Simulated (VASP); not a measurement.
# In in VASP: relaxation of the atoms with PBE

Aim: the relaxation of the atoms of In with PBE.

Everything below comes from runs of VASP 6.6.1. Logs are shortened: lines on timing, memory, paths and dates and some standing lists are left out, and cuts for length are marked.

## 1. The cell of the first run

The cell holds a slab with vacuum, 3 atoms: a = 3.390 Å, b = 3.387 Å, c = 20.532 Å, α = 90.00°, β = 90.00°, γ = 120.03°.

## 2. Relaxation of the atoms, PBE

INCAR

```
SYSTEM = In
PREC = Accurate
ENCUT = 450
EDIFF = 1E-7
ISMEAR = 0
SIGMA = 0.1
LREAL = .False.
LASPH = .True.
NELM = 120
ALGO = Normal
ISIF = 2
LWAVE = .False.
LCHARG = .False.
LDIPOL = .True.
IDIPOL = 3
DIPOL = 0.5 0.5 0.500
GGA = PE
IBRION = 2
NSW = 80
EDIFFG = -0.02
GGA_COMPAT = .False.
NELMIN = 4
NELMDL = -8
```

KPOINTS

```
Automatic mesh
0
Gamma
  12 12 1
  0 0 0
```

POSCAR

```
In
1.0
    3.3901944521      0.0000000000      0.0000000000
   -1.6950972261      2.9319305269      0.0000000000
    0.0000000000      0.0000000000     20.5323234863
In
3
Direct
    0.3342580503      0.6685161007      0.3652777049
    0.6685161007      0.3370322013      0.5000000000
    0.0027741510      0.0055483020      0.6347222951
```

Potentials or basis: VASP PAW PBE potentials, release 64 (In_d).

Command:

```
$ cat potpaw_PBE.64/In_d/POTCAR > POTCAR
$ mpirun -np 1 vasp_std > vasp.out
```

OUTCAR:

```text
SYSTEM = In
   PREC = Accurate
   ENCUT = 450
   EDIFF = 1E-7
   ISMEAR = 0
   LREAL = .False.
   LASPH = .True.
   NELM = 120
   ISIF = 2
   GGA = PE
   IBRION = 2
   NSW = 80
   EDIFFG = -0.02
   NELMIN = 4
   NELMDL = -8

 ion  position               nearest neighbor table
   1  0.334  0.669  0.365-   2 3.39   2 3.39   2 3.39
   2  0.669  0.337  0.500-   1 3.39   3 3.39   3 3.39   1 3.39   1 3.39   3 3.39
   3  0.003  0.006  0.635-   2 3.39   2 3.39   2 3.39

  Warning from LATTYP: Monoclinic adjustment (A1->A3, A2->A1, A3->A2)!
  LATTYP: Found a base centered orthorhombic cell.
 ALAT       =     3.3901944521
 B/A-ratio  =     1.7296533095
 C/A-ratio  =     6.0563851945

  Lattice vectors:

 A1 = (   1.6950972261,  -2.9319305269,   0.0000000000)
 A2 = (   1.6950972260,   2.9319305269,   0.0000000000)
 A3 = (   0.0000000000,   0.0000000000,  20.5323234863)

Analysis of symmetry for initial positions (statically):
=====================================================================
 Subroutine PRICEL returns:
 Original cell was already a primitive cell.

 Routine SETGRP: Setting up the symmetry group for a
 base centered orthorhombic supercell.

 Subroutine GETGRP returns: Found  4 space group operations
 (whereof  2 operations were pure point group operations)
 out of a pool of  8 trial point group operations.

The static configuration has the point symmetry C_1h.
 The point group associated with its full space group is C_2h.

Analysis of symmetry for dynamics (positions and initial velocities):
=====================================================================
 Subroutine PRICEL returns:
 Original cell was already a primitive cell.

 Routine SETGRP: Setting up the symmetry group for a
 base centered orthorhombic supercell.

 Subroutine GETGRP returns: Found  4 space group operations
 (whereof  2 operations were pure point group operations)
 out of a pool of  8 trial point group operations.

The dynamic configuration has the point symmetry C_1h.
 The point group associated with its full space group is C_2h.

 Subroutine INISYM returns: Found  4 space group operations
 (whereof  2 operations are pure point group operations),
 and found     1 'primitive' translations

----------------------------------------------------------------------------------------

                                     Primitive cell

  volume of cell :     204.0875

  direct lattice vectors                    reciprocal lattice vectors
     3.390194452  0.000000000  0.000000000     0.294968331  0.170536101  0.000000000
    -1.695097226  2.931930527  0.000000000     0.000000000  0.341072202  0.000000000
     0.000000000  0.000000000 20.532323486     0.000000000  0.000000000  0.048703694

  length of vectors
     3.390194452  3.386675541 20.532323486     0.340718180  0.341072202  0.048703694

  position of ions in fractional coordinates (direct lattice)
     0.334258050  0.668516101  0.365277705
     0.668516101  0.337032201  0.500000000
     0.002774151  0.005548302  0.634722295

  ion indices of the primitive-cell ions
   primitive index   ion index
                 1           1
                 2           2
                 3           3

----------------------------------------------------------------------------------------

 KPOINTS: Automatic mesh

Automatic generation of k-mesh.
 Grid dimensions read from file:
 generate k-points for:   12   12    1

 Generating k-lattice:

  Cartesian coordinates                     Fractional coordinates (reciprocal lattice)
     0.024580694  0.014211342  0.000000000     0.083333333  0.000000000  0.000000000
     0.000000000  0.028422683  0.000000000     0.000000000  0.083333333  0.000000000
     0.000000000  0.000000000  0.048703694     0.000000000  0.000000000  1.000000000

  Length of vectors
     0.028393182  0.028422683  0.048703694

  Shift w.r.t. Gamma in fractional coordinates (k-lattice)
     0.000000000  0.000000000  0.000000000

 Subroutine IBZKPT returns following result:
 ===========================================

 Found     43 irreducible k-points:

 Following reciprocal coordinates:
            Coordinates               Weight
  0.000000  0.000000  0.000000      1.000000
  0.083333  0.000000  0.000000      4.000000
  0.166667  0.000000  0.000000      4.000000
  0.250000  0.000000  0.000000      4.000000
  0.333333 -0.000000  0.000000      4.000000
  0.416667 -0.000000  0.000000      4.000000
[... 16 lines left out ...]
  0.333333  0.166667  0.000000      4.000000
  0.416667  0.166667  0.000000      4.000000
 [... further k-points ...]
   k-points           NKPTS =     43   k-points in BZ     NKDIM =     43   number of bands    NBANDS=     23
   number of dos      NEDOS =    301   number of ions     NIONS =      3
   total plane-waves  NPLWV =  82944
   dimension x,y,z NGX =    24 NGY =   24 NGZ =  144
   dimension x,y,z NGXF=    48 NGYF=   48 NGZF=  288
   ions per type =               3
   NGX,Y,Z   is equivalent  to a cutoff of  11.77, 11.78, 11.66 a.u.
   NGXF,Y,Z  is equivalent  to a cutoff of  23.54, 23.56, 23.32 a.u.
 SYSTEM =  In
   PREC   = accura    normal or accurate (medium, high low for compatibility)
   ISTART =      0    job   : 0-new  1-cont  2-samecut
   ICHARG =      2    charge: 1-file 2-atom 10-const
   ISPIN  =      1    spin polarized calculation?
   LNONCOLLINEAR =      F non collinear calculations
   LSORBIT =      F    spin-orbit coupling
   LASPH  =      T    aspherical Exc in radial PAW
   ENCUT  =  450.0 eV  33.07 Ry    5.75 a.u.   5.86  5.86 35.51*2*pi/ulx,y,z
   NELM   =    120;   NELMIN=  4; NELMDL= -8     # of ELM steps
   EDIFF  = 0.1E-06   stopping-criterion for ELM
   LREAL  =      F    real-space projection
   EDIFFG = -.2E-01   stopping-criterion for IOM
   NSW    =     80    number of steps for IOM
   IBRION =      2    ionic relax: 0-MD 1-quasi-New 2-CG
   NFREE  =      1    steps in history (QN), initial steepest desc. (CG)
   ISIF   =      2    stress and relaxation
   ISYM   =      2    0-nonsym 1-usesym 2-fastsym
   POTIM  = 0.5000    time-step for ionic-motion
   TEBEG  =    0.0;   TEEND  =   0.0 temperature during run
   PSTRESS=    0.0 pullay stress
   NELECT =      39.0000    total number of electrons
   NUPDOWN=      -1.0000    fix difference up-down
   EMIN   =  10.00;   EMAX   =-10.00  energy-range for DOS
   EFERMI =   0.00;   METHOD = LEGACY
   ISMEAR =     0;   SIGMA  =   0.10  broadening in eV -4-tet -1-fermi 0-gaus
   EFERMI_NEDOS =   21; number of points for ismear=-14 and -15
   IALGO  =     38    algorithm
   IMIX   =      4    mixing-type and parameters
     AMIX     =   0.40;   BMIX     =  1.00
     AMIX_MAG =   1.60;   BMIX_MAG =  1.00
  volume/ion in A,a.u.               =      68.03       459.08
  Fermi-wavevector in a.u.,A,eV,Ry     =   0.942955  1.781926 12.097809  0.889164
  Thomas-Fermi vector in A             =   2.070615
   LORBIT       =      0    0 simple, 1 ext, 2 COOP (PROOUT), +10 PAW based schemes
   GGA     = PE    functional components
   LHFCALC =     F    Hartree Fock is set to
   AEXX    =    0.0000 exact exchange contribution
   IVDW    =     0    specifies the selected vdW correction
   LEPSILON=     F    determine dielectric tensor
   LRPA    =     F    only Hartree local field effects (RPA)
 conjugate gradient relaxation of ions
 non-spin polarized calculation
 Gauss-broadening in eV      SIGMA  =   0.10
  energy-cutoff  :      450.00
  volume of cell :      204.09
 maximum number of plane-waves:      4452
   NGX = 11   NGY = 11   NGZ = 71

--------------------------------------- Ionic step        1  -------------------------------------------

 number of electron      39.0000000 magnetization

 Free energy of the ion-electron system (eV)
  ---------------------------------------------------
  ext. energy  EPLUGINS =         0.00000000
  ---------------------------------------------------
  free energy    TOTEN  =        -7.31273361 eV

  energy without entropy =       -7.30276876  energy(sigma->0) =       -7.30775119

------------------------ aborting loop because EDIFF is reached ----------------------------------------

  FORCE on cell =-STRESS in cart. coord.  units (eV):
  Direction    XX          YY          ZZ          XY          YZ          ZX
  --------------------------------------------------------------------------------------
  -------------------------------------------------------------------------------------
  Total       -1.1530804     -1.1712163     -0.2832102      0.0000000     -0.0006712      0.0000000
  in kB       -9.0521930     -9.1945678     -2.2233255      0.0000000     -0.0052692      0.0000000
  external PRESSURE =      -6.8233621 kB  Pullay stress =       0.0000000 kB
[... 170 lines left out ...]
  energy  without entropy=       -7.3093049455  energy(sigma->0) =       -7.31208360

--------------------------------------- Ionic step        6  -------------------------------------------

 number of electron      38.9999996 magnetization

 dipolmoment           0.000000      0.000000      0.000001 electrons x Angstroem

 Free energy of the ion-electron system (eV)
  ---------------------------------------------------
  ext. energy  EPLUGINS =         0.00000000
  ---------------------------------------------------
  free energy    TOTEN  =        -7.31508616 eV

  energy without entropy =       -7.30877108  energy(sigma->0) =       -7.31192862

 E-fermi :   0.4716     XC(G=0):  -4.7431

 val. band max:        0.3575712543   @ k =   0.5000   0.2500   0.0000
 cond. band min:       0.5281723838   @ k =   0.3333   0.0833   0.0000
 fundamental gap:      0.1706011295
 Fermi energy:         0.4715882015

 k-point     1 :       0.0000    0.0000    0.0000
  band No.  band energies     occupation
      1     -14.0939      2.00000
      2     -14.0759      2.00000
      3     -14.0425      2.00000
      4     -14.0216      2.00000
      5     -14.0198      2.00000
      6     -14.0162      2.00000
[... 613 lines left out ...]
     22       2.0213      0.00000
     23       3.0331      0.00000

 [... further k-points ...]

------------------------ aborting loop because EDIFF is reached ----------------------------------------

 vacuum level on the upper side and lower side of the slab       (xc-potential included)        -0.001        -0.001

  FORCE on cell =-STRESS in cart. coord.  units (eV):
  Direction    XX          YY          ZZ          XY          YZ          ZX
  --------------------------------------------------------------------------------------
  -------------------------------------------------------------------------------------
  Total       -1.0764217     -1.0761708     -0.0107997      0.0000000     -0.0012917      0.0000000
  in kB       -8.4503875     -8.4484180     -0.0847825      0.0000000     -0.0101404      0.0000000
  external PRESSURE =      -5.6611960 kB  Pullay stress =       0.0000000 kB

 VOLUME and BASIS-vectors are now :
 -----------------------------------------------------------------------------
  energy-cutoff  :      450.00
  volume of cell :      204.09
      direct lattice vectors                 reciprocal lattice vectors
     3.390194452  0.000000000  0.000000000     0.294968331  0.170536101  0.000000000
    -1.695097226  2.931930527  0.000000000     0.000000000  0.341072202  0.000000000
     0.000000000  0.000000000 20.532323486     0.000000000  0.000000000  0.048703694
[... 9 lines left out ...]
  FREE ENERGIE OF THE ION-ELECTRON SYSTEM (eV)
  ---------------------------------------------------
  free  energy   TOTEN  =        -7.3150861630 eV

  energy  without entropy=       -7.3087710825  energy(sigma->0) =       -7.31192862

 reached required accuracy - stopping structural energy minimisation

 vacuum level on the upper side and lower side of the slab         4.392         4.392
```

It took 5.8 min on 1 thread of Intel Xeon 6975P-C (Granite Rapids), shared host; peak memory 0.35 GiB.

What came out:

```
Free energy                  : -7.3151 eV
Energy gained by relaxing    : 0.8 meV/atom
Ionic steps                  : 6
Largest force after relaxing : 0.004 eV/Å
Band gap on the k mesh       : zero (an odd number of electrons rules out a gap without spin polarisation)
```

Forces on the atoms (eV/Å):
```
In   0.000  0.000  0.004
In   0.000  0.000  0.000
In   0.000  0.000 -0.004
```

The path:
| step | energy change (eV) | largest force (eV/Å) | pressure (GPa) |
| --- | --- | --- | --- |
| 1 | 0.0000 | 0.0501 | -0.68 |
| 2 | -0.0002 | 0.0468 | -0.67 |
| 3 | -0.0009 | 0.0414 | -0.66 |
| 4 | -0.0019 | 0.0255 | -0.61 |
| 5 | -0.0021 | 0.0209 | -0.53 |
| 6 | -0.0024 | 0.0035 | -0.57 |

Final structure:
```
In
1.0
     3.39019    0.00000    0.00000
    -1.69510    2.93193    0.00000
     0.00000    0.00000   20.53232
In
3
Direct
  0.33426 0.66852 0.36723
  0.66852 0.33703 0.50000
  0.00277 0.00555 0.63277
```

Caveat: spin-orbit coupling is left out, which moves the levels of the heavy elements.

The gap in the log of VASP goes by the Fermi energy; the results here count the filled bands.